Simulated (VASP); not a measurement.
# C (Fm-3m) in VASP: notebook

Runs on C. Level: r2SCAN. Tasks: single point, relaxation of cell and atoms.

Everything below comes from runs of VASP 6.6.1. Logs are shortened: lines on timing, memory, paths and dates and some standing lists are left out, and cuts for length are marked.

### 1 The cell of the first run

The structure is cubic, space group Fm-3m (No. 225). The conventional cell has a = 3.137 Å, b = 3.137 Å, c = 3.137 Å, α = 90.00°, β = 90.00°, γ = 90.00°. C (site symmetry m-3m) has 12 C at 2.22 Å within 2.9 Å.

### 2 Single point, r2SCAN (7.72 Å³/atom)

Contents of POSCAR:

```
C
1.0
    0.0000000000      1.5684854241      1.5684854241
    1.5684854241      0.0000000000      1.5684854241
    1.5684854241      1.5684854241      0.0000000000
C
1
Direct
    0.0000000000      0.0000000000      0.0000000000
```

Contents of INCAR.step1:

```
SYSTEM = C
PREC     = Accurate       ! precision mode
ENCUT    = 520            ! plane-wave cutoff, eV
ISMEAR   = -1             ! smearing method
SIGMA    = 0.1            ! smearing width, eV
LREAL    = .False.        ! projectors in reciprocal space
LASPH    = .True.         ! aspherical terms in the spheres
NELM     = 60             ! most SCF steps
NBANDS   = 8              ! bands
GGA      = PE             ! functional
ALGO     = Normal         ! electronic algorithm
EDIFF    = 1E-4           ! SCF threshold, eV
LWAVE    = .True.         ! write WAVECAR
LCHARG   = .False.        ! write CHGCAR
```

Contents of INCAR.step2:

```
SYSTEM = C
PREC     = Accurate       ! precision mode
ENCUT    = 520            ! plane-wave cutoff, eV
EDIFF    = 1E-6           ! SCF threshold, eV
ISMEAR   = -1             ! smearing method
SIGMA    = 0.1            ! smearing width, eV
LREAL    = .False.        ! projectors in reciprocal space
LASPH    = .True.         ! aspherical terms in the spheres
NELM     = 60             ! most SCF steps
ALGO     = Normal         ! electronic algorithm
ISIF     = 2              ! what is computed and relaxed
LWAVE    = .False.        ! write WAVECAR
LCHARG   = .False.        ! write CHGCAR
METAGGA  = R2SCAN         ! meta-GGA
LMIXTAU  = .True.       
NBANDS   = 8              ! bands
ISTART   = 1
```

Contents of KPOINTS:

```
regular mesh
0
Gamma
  20 20 20
  0 0 0
```

Potentials or basis: VASP PAW PBE potentials, release 64 (C).

Command:

```
> cat potpaw_PBE.64/C/POTCAR > POTCAR
> cp INCAR.step1 INCAR
> mpirun -np 1 vasp_std > vasp.out
> cp INCAR.step2 INCAR
> mpirun -np 1 vasp_std > vasp.out
```

OUTCAR:

```text
SYSTEM = C
   PREC = Accurate
   ENCUT = 520
   EDIFF = 1E-6
   ISMEAR = -1
   LREAL = .False.
   LASPH = .True.
   NELM = 60
   ISIF = 2
   METAGGA = R2SCAN
   ISTART = 1

 ion  position               nearest neighbor table
   1  0.000  0.000  0.000-

  LATTYP: Found a face centered cubic cell.
 ALAT       =     3.1369708482

  Lattice vectors:

 A1 = (   0.0000000000,   1.5684854241,   1.5684854241)
 A2 = (   1.5684854241,   0.0000000000,   1.5684854241)
 A3 = (   1.5684854241,   1.5684854241,   0.0000000000)

Analysis of symmetry for initial positions (statically):
=====================================================================
 Subroutine PRICEL returns:
 Original cell was already a primitive cell.

 Routine SETGRP: Setting up the symmetry group for a
 face centered cubic supercell.

 Subroutine GETGRP returns: Found 48 space group operations
 (whereof 48 operations were pure point group operations)
 out of a pool of 48 trial point group operations.

The static configuration has the point symmetry O_h .

Analysis of symmetry for dynamics (positions and initial velocities):
=====================================================================
 Subroutine PRICEL returns:
 Original cell was already a primitive cell.

 Routine SETGRP: Setting up the symmetry group for a
 face centered cubic supercell.

 Subroutine GETGRP returns: Found 48 space group operations
 (whereof 48 operations were pure point group operations)
 out of a pool of 48 trial point group operations.

The dynamic configuration has the point symmetry O_h .

 Subroutine INISYM returns: Found 48 space group operations
 (whereof 48 operations are pure point group operations),
 and found     1 'primitive' translations

----------------------------------------------------------------------------------------

                                     Primitive cell

  volume of cell :       7.7174

  direct lattice vectors                    reciprocal lattice vectors
     0.000000000  1.568485424  1.568485424    -0.318778863  0.318778863  0.318778863
     1.568485424  0.000000000  1.568485424     0.318778863 -0.318778863  0.318778863
     1.568485424  1.568485424  0.000000000     0.318778863  0.318778863 -0.318778863

  length of vectors
     2.218173359  2.218173359  2.218173359     0.552141187  0.552141187  0.552141187

  position of ions in fractional coordinates (direct lattice)
     0.000000000  0.000000000  0.000000000

  ion indices of the primitive-cell ions
   primitive index   ion index
                 1           1

----------------------------------------------------------------------------------------

 KPOINTS: regular mesh

Automatic generation of k-mesh.
 Grid dimensions read from file:
 generate k-points for:   20   20   20

 Generating k-lattice:

  Cartesian coordinates                     Fractional coordinates (reciprocal lattice)
    -0.015938943  0.015938943  0.015938943     0.050000000  0.000000000  0.000000000
     0.015938943 -0.015938943  0.015938943     0.000000000  0.050000000  0.000000000
     0.015938943  0.015938943 -0.015938943     0.000000000  0.000000000  0.050000000

  Length of vectors
     0.027607059  0.027607059  0.027607059

  Shift w.r.t. Gamma in fractional coordinates (k-lattice)
     0.000000000  0.000000000  0.000000000

 Subroutine IBZKPT returns following result:
 ===========================================

 Found    256 irreducible k-points:

 Following reciprocal coordinates:
            Coordinates               Weight
  0.000000  0.000000  0.000000      1.000000
  0.050000  0.000000  0.000000      8.000000
  0.100000  0.000000  0.000000      8.000000
  0.150000  0.000000  0.000000      8.000000
  0.200000  0.000000  0.000000      8.000000
  0.250000  0.000000  0.000000      8.000000
[... 16 lines left out ...]
 -0.400000  0.050000  0.000000     24.000000
 -0.350000  0.050000  0.000000     24.000000
 [... further k-points ...]
   k-points           NKPTS =    256   k-points in BZ     NKDIM =    256   number of bands    NBANDS=      8
   number of dos      NEDOS =    301   number of ions     NIONS =      1
   total plane-waves  NPLWV =   4096
   dimension x,y,z NGX =    16 NGY =   16 NGZ =   16
   dimension x,y,z NGXF=    32 NGYF=   32 NGZF=   32
   ions per type =               1
   NGX,Y,Z   is equivalent  to a cutoff of  11.99, 11.99, 11.99 a.u.
   NGXF,Y,Z  is equivalent  to a cutoff of  23.98, 23.98, 23.98 a.u.
 SYSTEM =  C
   PREC   = accura    normal or accurate (medium, high low for compatibility)
   ISTART =      1    job   : 0-new  1-cont  2-samecut
   ICHARG =      0    charge: 1-file 2-atom 10-const
   ISPIN  =      1    spin polarized calculation?
   LNONCOLLINEAR =      F non collinear calculations
   LSORBIT =      F    spin-orbit coupling
   LASPH  =      T    aspherical Exc in radial PAW
   ENCUT  =  520.0 eV  38.22 Ry    6.18 a.u.   4.12  4.12  4.12*2*pi/ulx,y,z
   NELM   =     60;   NELMIN=  2; NELMDL=  0     # of ELM steps
   EDIFF  = 0.1E-05   stopping-criterion for ELM
   LREAL  =      F    real-space projection
   EDIFFG = 0.1E-04   stopping-criterion for IOM
   NSW    =      0    number of steps for IOM
   IBRION =     -1    ionic relax: 0-MD 1-quasi-New 2-CG
   NFREE  =      0    steps in history (QN), initial steepest desc. (CG)
   ISIF   =      2    stress and relaxation
   ISYM   =      2    0-nonsym 1-usesym 2-fastsym
   POTIM  = 0.5000    time-step for ionic-motion
   TEBEG  =    0.0;   TEEND  =   0.0 temperature during run
   PSTRESS=    0.0 pullay stress
   NELECT =       4.0000    total number of electrons
   NUPDOWN=      -1.0000    fix difference up-down
   EMIN   =  10.00;   EMAX   =-10.00  energy-range for DOS
   EFERMI =   0.00;   METHOD = LEGACY
   ISMEAR =    -1;   SIGMA  =   0.10  broadening in eV -4-tet -1-fermi 0-gaus
   EFERMI_NEDOS =   21; number of points for ismear=-14 and -15
   IALGO  =     38    algorithm
   IMIX   =      4    mixing-type and parameters
     AMIX     =   0.40;   BMIX     =  1.00
     AMIX_MAG =   1.60;   BMIX_MAG =  1.00
  volume/ion in A,a.u.               =       7.72        52.08
  Fermi-wavevector in a.u.,A,eV,Ry     =   1.315036  2.485058 23.528826  1.729320
  Thomas-Fermi vector in A             =   2.445247
   LORBIT       =      0    0 simple, 1 ext, 2 COOP (PROOUT), +10 PAW based schemes
   METAGGA = R2SCAN    functional components
   LHFCALC =     F    Hartree Fock is set to
   AEXX    =    0.0000 exact exchange contribution
   IVDW    =     0    specifies the selected vdW correction
   LEPSILON=     F    determine dielectric tensor
   LRPA    =     F    only Hartree local field effects (RPA)
 non-spin polarized calculation
  energy-cutoff  :      520.00
  volume of cell :        7.72
 maximum number of plane-waves:       222
   NGX =  9   NGY =  9   NGZ =  9

 number of electron       4.0000000 magnetization

 Free energy of the ion-electron system (eV)
  ---------------------------------------------------
  ext. energy  EPLUGINS =         0.00000000
  ---------------------------------------------------
  free energy    TOTEN  =        -5.13291316 eV

  energy without entropy =       -5.12072703  energy(sigma->0) =       -5.12682010

 E-fermi :   6.8995     XC(G=0): -13.4018

 val. band max:        6.8309753700   @ k =  -0.4500   0.3500   0.1500
 cond. band min:       6.9131845599   @ k =   0.4500   0.3000   0.1000
 fundamental gap:      0.0822091899
 Fermi energy:         6.8994515870

 k-point     1 :       0.0000    0.0000    0.0000
  band No.  band energies     occupation
      1     -12.2682      2.00000
      2      15.1083      0.00000
      3      15.1083      0.00000
      4      15.1083      0.00000
      5      37.4856      0.00000
      6      37.4856      0.00000
      7      37.4856      0.00000
      8      38.2059      0.00000

 k-point     2 :       0.0500    0.0000    0.0000
  band No.  band energies     occupation
      1     -12.1668      2.00000
      2      14.7911      0.00000
      3      15.0546      0.00000
      4      15.0546      0.00000
      5      36.5080      0.00000
      6      37.6403      0.00000
      7      37.6403      0.00000
      8      38.1998      0.00000

 k-point     3 :       0.1000    0.0000    0.0000
  band No.  band energies     occupation
      1     -11.8630      2.00000
      2      13.8646      0.00000
      3      14.9024      0.00000
      4      14.9024      0.00000
      5      34.9509      0.00000
      6      38.0362      0.00000
      7      38.0362      0.00000
      8      38.1737      0.00000

 k-point     4 :       0.1500    0.0000    0.0000
  band No.  band energies     occupation
      1     -11.3573      2.00000
      2      12.4135      0.00000
      3      14.6771      0.00000
      4      14.6771      0.00000
      5      33.6816      0.00000
      6      38.1096      0.00000
      7      38.4276      0.00000
      8      38.4276      0.00000

 k-point     5 :       0.2000    0.0000    0.0000
  band No.  band energies     occupation
      1     -10.6515      2.00000
      2      10.5662      0.00000
      3      14.4093      0.00000
      4      14.4093      0.00000
      5      32.8069      0.00000
      6      37.9816      0.00000
      7      38.3917      0.00000
      8      38.3917      0.00000

 k-point     6 :       0.2500    0.0000    0.0000
  band No.  band energies     occupation
      1      -9.7479      2.00000
      2       8.4679      0.00000
      3      14.1330      0.00000
      4      14.1331      0.00000
      5      32.2687      0.00000
      6      37.7743      0.00000
      7      37.7848      0.00000
      8      37.7848      0.00000

 k-point     7 :       0.3000    0.0000    0.0000
  band No.  band energies     occupation
      1      -8.6506      2.00000
      2       6.2485      1.99703
      3      13.8750      0.00000
      4      13.8750      0.00000
      5      31.9755      0.00000
      6      36.9316      0.00000
      7      36.9316      0.00000
      8      37.4933      0.00000
[... 133 lines left out ...]
 k-point    20 :       0.4500    0.0500    0.0000
  band No.  band energies     occupation
      1      -4.7713      2.00000
      2       0.5282      2.00000
      3      13.1767      0.00000
      4      13.2423      0.00000
      5      31.9088      0.00000
      6      33.4330      0.00000
      7      35.6165      0.00000
      8      38.3550      0.00000

 k-point    21 :       0.5000    0.0500    0.0000
  band No.  band energies     occupation
      1      -3.2484      2.00000
      2      -1.2449      2.00000
      3      13.0782      0.00000
      4      13.2182      0.00000
      5      31.9676      0.00000
      6      33.2613      0.00000
      7      35.2887      0.00000
      8      38.2886      0.00000

 k-point    22 :      -0.4500    0.0500    0.0000
  band No.  band energies     occupation
      1      -3.7091      2.00000
      2      -0.7338      2.00000
      3      12.9845      0.00000
      4      13.3338      0.00000
      5      31.9938      0.00000
      6      33.3679      0.00000
      7      35.2208      0.00000
      8      38.3193      0.00000

 k-point    23 :      -0.4000    0.0500    0.0000
  band No.  band energies     occupation
      1      -5.3028      2.00000
      2       1.2088      2.00000
      3      12.9684      0.00000
      4      13.5154      0.00000
      5      31.9796      0.00000
      6      33.7555      0.00000
      7      35.4224      0.00000
      8      38.4385      0.00000

 k-point    24 :      -0.3500    0.0500    0.0000
  band No.  band energies     occupation
      1      -6.8116      2.00000
      2       3.3476      2.00000
      3      13.0331      0.00000
      4      13.7508      0.00000
      5      31.9663      0.00000
      6      34.3831      0.00000
      7      35.8900      0.00000
      8      38.6000      0.00000

 [... further k-points ...]

------------------------ aborting loop because EDIFF is reached ----------------------------------------

  FORCE on cell =-STRESS in cart. coord.  units (eV):
  Direction    XX          YY          ZZ          XY          YZ          ZX
  --------------------------------------------------------------------------------------
  -------------------------------------------------------------------------------------
  Total       -0.2762186     -0.2762186     -0.2762186     -0.0000000     -0.0000000     -0.0000000
  in kB      -57.3445310    -57.3445310    -57.3445310     -0.0000000     -0.0000000     -0.0000000
  external PRESSURE =     -57.3445310 kB  Pullay stress =       0.0000000 kB

 VOLUME and BASIS-vectors are now :
 -----------------------------------------------------------------------------
  energy-cutoff  :      520.00
  volume of cell :        7.72
      direct lattice vectors                 reciprocal lattice vectors
     0.000000000  1.568485424  1.568485424    -0.318778863  0.318778863  0.318778863
     1.568485424  0.000000000  1.568485424     0.318778863 -0.318778863  0.318778863
     1.568485424  1.568485424  0.000000000     0.318778863  0.318778863 -0.318778863

 POSITION                                       TOTAL-FORCE (eV/Angst)
 -----------------------------------------------------------------------------------
      0.00000      0.00000      0.00000         0.000000      0.000000      0.000000
 -----------------------------------------------------------------------------------
    total drift:                                0.000000      0.000000     -0.000000

  FREE ENERGIE OF THE ION-ELECTRON SYSTEM (eV)
  ---------------------------------------------------
  free  energy   TOTEN  =        -5.1329131647 eV

  energy  without entropy=       -5.1207270322  energy(sigma->0) =       -5.12682010
```

It took 36 s on 1 thread of Intel Xeon 8259CL, shared host; peak memory 0.12 GiB.

What came out:

| Quantity | Value |
| --- | --- |
| Free energy | -5.1329 eV |
| Pressure | -5.7 GPa |
| Band gap on the k mesh | zero (bands 2 and 3 overlap by 11.60 eV) |

Levels at points of the mesh, in eV from the Fermi level:
```tsv
k point	band 1	band 2	band 3	band 4	band 5	band 6
(0.00, 0.00, 0.00)	-19.17	8.21	8.21	8.21	30.59	30.59
(0.50, 0.00, 0.00)	-10.01	-8.47	6.45	6.45	24.91	28.06
(0.50, 0.50, 0.00)	-6.68	-6.11	2.41	2.41	15.42	16.85
```

Caveat: the cell stands under tension; the PAW data sets were made with another functional, which shifts forces and pressure a little.

### 3 Single point, r2SCAN (8.01 Å³/atom)

This run uses another cell than the first one, of 8.01 Å³/atom.

Contents of POSCAR:

```
C
1.0
    0.0000000000      1.5883417779      1.5883417779
    1.5883417779      0.0000000000      1.5883417779
    1.5883417779      1.5883417779      0.0000000000
C
1
Direct
    0.0000000000      0.0000000000      0.0000000000
```

Contents of INCAR.step1:

```
ALGO = Normal ; EDIFF = 1E-4
ENCUT = 520 ; GGA = PE
ISMEAR = -1 ; LASPH = T
LCHARG = F ; LREAL = F
LWAVE = T ; NBANDS = 8
NELM = 60 ; PREC = Accurate
SIGMA = 0.1
```

Contents of INCAR.step2:

```
ALGO = Normal ; EDIFF = 1E-7
ENCUT = 520 ; ISIF = 2
ISMEAR = -1 ; ISTART = 1
LASPH = T ; LCHARG = F
LMIXTAU = T ; LREAL = F
LWAVE = F ; METAGGA = R2SCAN
NBANDS = 8 ; NELM = 60
PREC = Accurate ; SIGMA = 0.1
```

Contents of KPOINTS:

```
k-points
0
Gamma
  20 20 20
```

Potentials or basis: VASP PAW PBE potentials, release 64 (C).

Command:

```
> cat potpaw_PBE.64/C/POTCAR > POTCAR
> cp INCAR.step1 INCAR
> mpirun -np 1 vasp_std > vasp.out
> cp INCAR.step2 INCAR
> mpirun -np 1 vasp_std > vasp.out
```

Run time: 1.9 min. Hardware: 1 thread of Intel Xeon 8259CL, shared host; peak memory 0.12 GiB.

Results (log left out):

```
Free energy            : -5.1181 eV
Pressure               : -10.3 GPa
Band gap on the k mesh : zero (bands 2 and 3 overlap by 11.10 eV)
```

Levels at points of the mesh, in eV from the Fermi level:
| k point | band 1 | band 2 | band 3 | band 4 | band 5 | band 6 | band 7 |
| --- | --- | --- | --- | --- | --- | --- | --- |
| (0.00, 0.00, 0.00) | -18.68 | 7.91 | 7.91 | 7.91 | 30.09 | 30.09 | 30.09 |
| (0.50, 0.00, 0.00) | -9.89 | -8.10 | 6.23 | 6.23 | 24.26 | 27.64 | 27.64 |
| (0.50, 0.50, 0.00) | -6.38 | -6.19 | 2.36 | 2.36 | 15.17 | 16.72 | 37.09 |

Caveat: the cell stands under tension; the PAW data sets were made with another functional, which shifts forces and pressure a little.

### 4 Single point, r2SCAN (8.31 Å³/atom)

This run uses another cell than the first one, of 8.31 Å³/atom.

Contents of POSCAR:

```
C
1.0
    0.0000000000      1.6077137088      1.6077137088
    1.6077137088      0.0000000000      1.6077137088
    1.6077137088      1.6077137088      0.0000000000
C
1
Direct
    0.0000000000      0.0000000000      0.0000000000
```

Contents of INCAR.step1:

```
PREC = Accurate
ENCUT = 520
ISMEAR = -1
SIGMA = 0.1
LREAL = False
LASPH = True
NELM = 60
NBANDS = 8
GGA = PE
ALGO = Normal
EDIFF = 1E-4
LWAVE = True
LCHARG = False
```

Contents of INCAR.step2:

```
PREC = Accurate
ENCUT = 520
EDIFF = 1E-6
ISMEAR = -1
SIGMA = 0.1
LREAL = False
LASPH = True
NELM = 60
ALGO = Normal
ISIF = 2
LWAVE = False
LCHARG = False
METAGGA = R2SCAN
LMIXTAU = True
NBANDS = 8
ISTART = 1
```

Contents of KPOINTS:

```
regular mesh
0
Gamma
  20 20 20
```

Command:

```
> cat potpaw_PBE.64/C/POTCAR > POTCAR
> cp INCAR.step1 INCAR
> mpirun -np 1 vasp_std > vasp.out
> cp INCAR.step2 INCAR
> mpirun -np 1 vasp_std > vasp.out
```

Run time: 75 s. Hardware: 1 thread of Intel Xeon 8259CL, shared host; peak memory 0.12 GiB.

Results (log left out):

```yaml
Free_energy: -5.0955 eV
Pressure: -14.1 GPa
Band_gap_on_the_k_mesh: zero (bands 2 and 3 overlap by 10.64 eV)
```

Levels at points of the mesh, in eV from the Fermi level:
```csv
k point,band 1,band 2,band 3,band 4,band 5,band 6,band 7
"(0.00, 0.00, 0.00)",-18.22,7.62,7.62,7.62,29.15,29.61,29.61
"(0.50, 0.00, 0.00)",-9.79,-7.77,6.01,6.01,23.66,27.23,27.23
"(0.50, 0.50, 0.00)",-6.26,-6.11,2.31,2.31,14.94,16.60,36.12
```

Caveat: the cell stands under tension; the PAW data sets were made with another functional, which shifts forces and pressure a little.

(Part 1 of 2 ends here.)
